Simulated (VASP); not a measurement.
# Ga (P6_3/mmc) in VASP: relaxation of cell and atoms with PBE

Aim: the relaxation of cell and atoms of Ga with PBE.

Program: VASP 6.6.1. These are calculated values, not measurements. Logs are shortened: lines on timing, memory, paths and dates and some standing lists are left out, and cuts for length are marked.

## Step 1: The cell of the first run

It takes space group P6_3/mmc (No. 194, hexagonal). The conventional cell has a = 2.410 Å, b = 2.410 Å, c = 3.904 Å, α = 90.00°, β = 90.00°, γ = 120.00°. Ga (site symmetry -6m2) has 12 Ga at 2.40 to 2.41 Å within 3.2 Å.

This isn't the form of Ga at room conditions, which is orthorhombic.

## Step 2: Relaxation of cell and atoms, PBE, target pressure 160 GPa, at which the enthalpy is minimised

Contents of INCAR:

```
  PREC = Accurate
  ENCUT = 600
  EDIFF = 1E-6
  ISMEAR = -1
  SIGMA = 0.1
  LREAL = False
  LASPH = True
  NELM = 60
  ALGO = Normal
  ISIF = 3
  LWAVE = False
  LCHARG = False
  GGA = PE
  IBRION = 2
  NSW = 60
  EDIFFG = -0.005
  PSTRESS = 1600.0
```

Contents of KPOINTS:

```
Automatic mesh
0
Gamma
  18 18 10
```

Contents of POSCAR:

```
Ga
1.0
    2.4096948423      0.0000000000      0.0000000000
   -1.2048474211      2.0868569488      0.0000000000
    0.0000000000      0.0000000000      3.9037056445
Ga
2
Direct
    0.3333333333      0.6666666667      0.2500000000
    0.6666666667      0.3333333333      0.7500000000
```

Potentials or basis: VASP PAW PBE potentials, release 64 (Ga_d).

Run with:

```
$ cat potpaw_PBE.64/Ga_d/POTCAR > POTCAR
$ mpirun -np 1 vasp_std > vasp.out
```

OUTCAR:

```text
PREC = Accurate
   ENCUT = 600
   EDIFF = 1E-6
   ISMEAR = -1
   LREAL = False
   LASPH = True
   NELM = 60
   ISIF = 3
   GGA = PE
   IBRION = 2
   NSW = 60
   EDIFFG = -0.005
   PSTRESS = 1600.0

 ion  position               nearest neighbor table
   1  0.333  0.667  0.250-   2 2.40   2 2.40   2 2.40   2 2.40   2 2.40   2 2.40
   2  0.667  0.333  0.750-   1 2.40   1 2.40   1 2.40   1 2.40   1 2.40   1 2.40

  LATTYP: Found a hexagonal cell.
 ALAT       =     2.4096948423
 C/A-ratio  =     1.6200000000

  Lattice vectors:

 A1 = (   2.4096948423,   0.0000000000,   0.0000000000)
 A2 = (  -1.2048474211,   2.0868569488,   0.0000000000)
 A3 = (   0.0000000000,   0.0000000000,   3.9037056445)

Analysis of symmetry for initial positions (statically):
=====================================================================
 Subroutine PRICEL returns:
 Original cell was already a primitive cell.

 Routine SETGRP: Setting up the symmetry group for a
 hexagonal supercell.

 Subroutine GETGRP returns: Found 24 space group operations
 (whereof 12 operations were pure point group operations)
 out of a pool of 24 trial point group operations.

The static configuration has the point symmetry D_3d.
 The point group associated with its full space group is D_6h.

Analysis of symmetry for dynamics (positions and initial velocities):
=====================================================================
 Subroutine PRICEL returns:
 Original cell was already a primitive cell.

 Routine SETGRP: Setting up the symmetry group for a
 hexagonal supercell.

 Subroutine GETGRP returns: Found 24 space group operations
 (whereof 12 operations were pure point group operations)
 out of a pool of 24 trial point group operations.

The dynamic configuration has the point symmetry D_3d.
 The point group associated with its full space group is D_6h.

 Subroutine INISYM returns: Found 24 space group operations
 (whereof 12 operations are pure point group operations),
 and found     1 'primitive' translations

----------------------------------------------------------------------------------------

                                     Primitive cell

  volume of cell :      19.6305

  direct lattice vectors                    reciprocal lattice vectors
     2.409694842  0.000000000  0.000000000     0.414990306  0.239594765  0.000000000
    -1.204847421  2.086856949  0.000000000     0.000000000  0.479189530  0.000000000
     0.000000000  0.000000000  3.903705645     0.000000000  0.000000000  0.256166856

  length of vectors
     2.409694842  2.409694842  3.903705645     0.479189530  0.479189530  0.256166856

  position of ions in fractional coordinates (direct lattice)
     0.333333333  0.666666667  0.250000000
     0.666666667  0.333333333  0.750000000

  ion indices of the primitive-cell ions
   primitive index   ion index
                 1           1
                 2           2

----------------------------------------------------------------------------------------

 KPOINTS: Automatic mesh

Automatic generation of k-mesh.
 Grid dimensions read from file:
 generate k-points for:   18   18   10

 Generating k-lattice:

  Cartesian coordinates                     Fractional coordinates (reciprocal lattice)
     0.023055017  0.013310820  0.000000000     0.055555556  0.000000000  0.000000000
     0.000000000  0.026621641  0.000000000     0.000000000  0.055555556  0.000000000
     0.000000000  0.000000000  0.025616686     0.000000000  0.000000000  0.100000000

  Length of vectors
     0.026621641  0.026621641  0.025616686

  Shift w.r.t. Gamma in fractional coordinates (k-lattice)
     0.000000000  0.000000000  0.000000000

 Subroutine IBZKPT returns following result:
 ===========================================

 Found    222 irreducible k-points:

 Following reciprocal coordinates:
            Coordinates               Weight
  0.000000  0.000000  0.000000      1.000000
  0.055556 -0.000000  0.000000      6.000000
  0.111111 -0.000000  0.000000      6.000000
  0.166667 -0.000000  0.000000      6.000000
  0.222222 -0.000000  0.000000      6.000000
  0.277778  0.000000  0.000000      6.000000
[... 16 lines left out ...]
  0.333333  0.111111  0.000000     12.000000
  0.388889  0.111111  0.000000     12.000000
 [... further k-points ...]
   k-points           NKPTS =    222   k-points in BZ     NKDIM =    222   number of bands    NBANDS=     17
   number of dos      NEDOS =    301   number of ions     NIONS =      2
   total plane-waves  NPLWV =  12800
   dimension x,y,z NGX =    20 NGY =   20 NGZ =   32
   dimension x,y,z NGXF=    40 NGYF=   40 NGZF=   64
   ions per type =               2
   NGX,Y,Z   is equivalent  to a cutoff of  13.80, 13.80, 13.63 a.u.
   NGXF,Y,Z  is equivalent  to a cutoff of  27.60, 27.60, 27.26 a.u.
 SYSTEM =  unknown system
   PREC   = accura    normal or accurate (medium, high low for compatibility)
   ISTART =      0    job   : 0-new  1-cont  2-samecut
   ICHARG =      2    charge: 1-file 2-atom 10-const
   ISPIN  =      1    spin polarized calculation?
   LNONCOLLINEAR =      F non collinear calculations
   LSORBIT =      F    spin-orbit coupling
   LASPH  =      T    aspherical Exc in radial PAW
   ENCUT  =  600.0 eV  44.10 Ry    6.64 a.u.   4.81  4.81  7.80*2*pi/ulx,y,z
   NELM   =     60;   NELMIN=  2; NELMDL= -5     # of ELM steps
   EDIFF  = 0.1E-05   stopping-criterion for ELM
   LREAL  =      F    real-space projection
   EDIFFG = -.5E-02   stopping-criterion for IOM
   NSW    =     60    number of steps for IOM
   IBRION =      2    ionic relax: 0-MD 1-quasi-New 2-CG
   NFREE  =      1    steps in history (QN), initial steepest desc. (CG)
   ISIF   =      3    stress and relaxation
   ISYM   =      2    0-nonsym 1-usesym 2-fastsym
   POTIM  = 0.5000    time-step for ionic-motion
   TEBEG  =    0.0;   TEEND  =   0.0 temperature during run
   PSTRESS= 1600.0 pullay stress
   NELECT =      26.0000    total number of electrons
   NUPDOWN=      -1.0000    fix difference up-down
   EMIN   =  10.00;   EMAX   =-10.00  energy-range for DOS
   EFERMI =   0.00;   METHOD = LEGACY
   ISMEAR =    -1;   SIGMA  =   0.10  broadening in eV -4-tet -1-fermi 0-gaus
   EFERMI_NEDOS =   21; number of points for ismear=-14 and -15
   IALGO  =     38    algorithm
   IMIX   =      4    mixing-type and parameters
     AMIX     =   0.40;   BMIX     =  1.00
     AMIX_MAG =   1.60;   BMIX_MAG =  1.00
  volume/ion in A,a.u.               =       9.82        66.24
  Fermi-wavevector in a.u.,A,eV,Ry     =   1.797858  3.397459 43.978014  3.232293
  Thomas-Fermi vector in A             =   2.859115
   LORBIT       =      0    0 simple, 1 ext, 2 COOP (PROOUT), +10 PAW based schemes
   GGA     = PE    functional components
   LHFCALC =     F    Hartree Fock is set to
   AEXX    =    0.0000 exact exchange contribution
   IVDW    =     0    specifies the selected vdW correction
   LEPSILON=     F    determine dielectric tensor
   LRPA    =     F    only Hartree local field effects (RPA)
 conjugate gradient relaxation of ions
 non-spin polarized calculation
  energy-cutoff  :      600.00
  volume of cell :       19.63
 maximum number of plane-waves:       672
 NGX is ok and might be reduce to    20
   NGX =  9   NGY =  9   NGZ = 15

--------------------------------------- Ionic step        1  -------------------------------------------

 number of electron      26.0000003 magnetization

 Free energy of the ion-electron system (eV)
  ---------------------------------------------------
  ext. energy  EPLUGINS =         0.00000000
  ---------------------------------------------------
  free energy    TOTEN  =        -0.88337008 eV

  energy without entropy =       -0.86381698  energy(sigma->0) =       -0.87359353

------------------------ aborting loop because EDIFF is reached ----------------------------------------

  FORCE on cell =-STRESS in cart. coord.  units (eV):
  Direction    XX          YY          ZZ          XY          YZ          ZX
  --------------------------------------------------------------------------------------
  -------------------------------------------------------------------------------------
  Total       19.3532706     19.3532706     20.2223338      0.0000000     -0.0000000      0.0000000
  in kB     1579.5492129   1579.5492129   1650.4792423      0.0000000     -0.0000000      0.0000000
  external PRESSURE =       3.1925560 kB  Pullay stress =    1600.0000000 kB
[... 93 lines left out ...]
  FREE ENERGIE OF THE ION-ELECTRON SYSTEM (eV)
  ---------------------------------------------------
  free  energy   TOTEN  =        -0.9423572854 eV

  energy  without entropy=       -0.9214739979  energy(sigma->0) =       -0.93191564

  enthalpy is  TOTEN    =        18.7151558705 eV   P V=       19.6575131560

[... ionic steps 4 to 18 ...]

--------------------------------------- Ionic step       19  -------------------------------------------

 number of electron      25.9999998 magnetization

------------------------ aborting loop because EDIFF is reached ----------------------------------------

  FORCE on cell =-STRESS in cart. coord.  units (eV):
  Direction    XX          YY          ZZ          XY          YZ          ZX
  --------------------------------------------------------------------------------------
  -------------------------------------------------------------------------------------
  Total       19.5703679     19.5703679     19.5880277      0.0000000      0.0000000      0.0000000
  in kB     1596.9760572   1596.9760572   1598.4171253      0.0000002      0.0000000      0.0000000
  external PRESSURE =      -2.5435868 kB  Pullay stress =    1600.0000000 kB
[... 61 lines left out ...]
  enthalpy is  TOTEN    =        18.7148316189 eV   P V=       19.6065067734

--------------------------------------- Ionic step       21  -------------------------------------------

 number of electron      25.9999998 magnetization

 Free energy of the ion-electron system (eV)
  ---------------------------------------------------
  ext. energy  EPLUGINS =         0.00000000
  ---------------------------------------------------
  free energy    TOTEN  =        -0.89150084 eV

  energy without entropy =       -0.87048195  energy(sigma->0) =       -0.88099140

 E-fermi :  14.3458     XC(G=0): -14.7425

 val. band max:       14.3335796362   @ k =   0.1667   0.1667   0.2000
 cond. band min:      14.3609053234   @ k =   0.2778   0.1111   0.1000
 fundamental gap:      0.0273256871
 Fermi energy:        14.3457837317

 k-point     1 :       0.0000    0.0000    0.0000
  band No.  band energies     occupation
      1      -3.7582      2.00000
      2      -3.3019      2.00000
      3      -2.5256      2.00000
      4      -2.4334      2.00000
      5      -2.4334      2.00000
      6      -2.3172      2.00000
[... 9 lines left out ...]
     16      32.0265      0.00000
     17      33.0609      0.00000
[... 443 lines left out ...]
      1      -3.2344      2.00000
      2      -3.0645      2.00000
      3      -2.9223      2.00000
      4      -2.4615      2.00000
      5      -2.2583      2.00000
      6      -2.1651      2.00000
[... 9 lines left out ...]
     16      18.9362      0.00000
     17      19.3955      0.00000

 [... further k-points ...]

------------------------ aborting loop because EDIFF is reached ----------------------------------------

  FORCE on cell =-STRESS in cart. coord.  units (eV):
  Direction    XX          YY          ZZ          XY          YZ          ZX
  --------------------------------------------------------------------------------------
  -------------------------------------------------------------------------------------
  Total       19.5963344     19.5963344     19.6093919      0.0000000     -0.0000000      0.0000000
  in kB     1599.1840932   1599.1840932   1600.2496641      0.0000002     -0.0000000      0.0000000
  external PRESSURE =      -0.4607165 kB  Pullay stress =    1600.0000000 kB
[... 17 lines left out ...]
  FREE ENERGIE OF THE ION-ELECTRON SYSTEM (eV)
  ---------------------------------------------------
  free  energy   TOTEN  =        -0.8915008433 eV

  energy  without entropy=       -0.8704819512  energy(sigma->0) =       -0.88099140

  enthalpy is  TOTEN    =        18.7148316805 eV   P V=       19.6063325238

 reached required accuracy - stopping structural energy minimisation
```

It took 8.5 min on 1 thread of Intel Xeon 8259CL, shared host; peak memory 0.21 GiB.

Results:

* Free energy: -0.8915 eV
* Relaxed volume: 9.82 Å³/atom
* Relaxed cell: a = 2.391 Å, b = 2.391 Å, c = 3.964 Å, α = 90.00°, β = 90.00°, γ = 120.00°
* Space group after relaxing (to 0.1 Å): P6_3/mmc (No. 194)
* Energy change on relaxing (the run minimises the enthalpy): -4.1 meV/atom
* Ionic steps: 21
* Pressure after relaxing: 160.0 GPa
* Band gap on the k mesh: zero (bands 13 and 14 overlap by 10.52 eV)

Stress tensor (GPa, compression positive):
```
159.92   0.00   0.00
  0.00 159.92   0.00
  0.00   0.00 160.02
```

The path:
```
step  energy change (eV)  largest force (eV/Å)  pressure (GPa)  volume (Å³)
   1              0.0000                0.0000          160.32        19.63
   2             -0.0580                0.0000          158.15        19.68
   3             -0.0590                0.0000          158.25        19.68
   4              0.2368                0.0000          167.67        19.39
   5             -0.0026                0.0000          159.99        19.63
   6             -0.0006                0.0000          160.36        19.63
   7             -0.0529                0.0000          158.27        19.68
   8             -0.0101                0.0000          160.01        19.64
   9             -0.0110                0.0000          159.85        19.64
  10             -0.0103                0.0000          159.79        19.64
  11              0.0159                0.0000          160.80        19.61
  12             -0.0029                0.0000          159.99        19.63
  13             -0.0020                0.0000          160.08        19.63
  14             -0.0025                0.0000          160.14        19.63
  15             -0.0027                0.0000          160.07        19.63
  16             -0.0104                0.0000          159.83        19.64
  17             -0.0069                0.0000          159.99        19.63
  18             -0.0080                0.0000          159.96        19.63
  19             -0.0092                0.0000          159.75        19.63
  20             -0.0083                0.0000          159.89        19.63
  21             -0.0081                0.0000          159.95        19.63
```

Final structure:
```xyz
2
Lattice="2.3914 0.0000 0.0000 -1.1957 2.0710 0.0000 0.0000 0.0000 3.9643" Properties=species:S:1:pos:R:3 pbc="T T T"
Ga    0.0000    1.3806    0.9911
Ga    1.1957    0.6903    2.9732
```

Caveat: the cell is relaxed towards a set pressure, so the run minimises the enthalpy, not the energy.

The gap in the log of VASP goes by the Fermi energy; the results here count the filled bands.